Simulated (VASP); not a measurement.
Here is a VASP 6.6.1 calculation.

File POSCAR:

```
KI
1.0
    0.0000000000      3.7007775000      3.3483225000
    3.7007775000      0.0000000000      3.3483225000
    3.7007775000      3.7007775000      0.0000000000
K I
1 1
Direct
    0.0000000000      0.0000000000      0.0000000000
    0.5000000000      0.5000000000      0.5000000000
```

The input INCAR.step1:

```
SYSTEM = KI
ALGO = Normal
EDIFF = 1E-4
ENCUT = 520
GGA = PE
ISMEAR = 0
LASPH = .True.
LCHARG = .False.
LREAL = .False.
LWAVE = .True.
NBANDS = 15
NELM = 100
PREC = Accurate
SIGMA = 0.05
```

INCAR.step2

```
SYSTEM = KI
ALGO = Normal
EDIFF = 1E-6
ENCUT = 520
ISIF = 2
ISMEAR = 0
ISTART = 1
LASPH = .True.
LCHARG = .True.
LELF = .True.
LMIXTAU = .True.
LREAL = .False.
LVHAR = .True.
LWAVE = .False.
METAGGA = R2SCAN
NBANDS = 15
NELM = 100
PREC = Accurate
SIGMA = 0.05
```

The input KPOINTS:

```
k-points
0
Gamma
  6 6 6
  0 0 0
```

Potentials or basis: VASP PAW PBE potentials, release 64 (K_sv, I).

The run is started by

```console
$ cat potpaw_PBE.64/K_sv/POTCAR potpaw_PBE.64/I/POTCAR > POTCAR
$ cp INCAR.step1 INCAR
$ mpirun -np 1 vasp_std > vasp.out
$ cp INCAR.step2 INCAR
$ mpirun -np 1 vasp_std > vasp.out
```

(1) Estimate the band gap on the k mesh.

(2) Estimate the pressure.

Answers

(1) 4.47 eV.

(2) 0.1 GPa.

Caveat: the cell differs from its parent crystal (strain +0.050 along x and y, -0.050 along z); the PAW data sets were made with another functional, which shifts forces and pressure a little; spin-orbit coupling is left out, which moves the levels of the heavy elements.
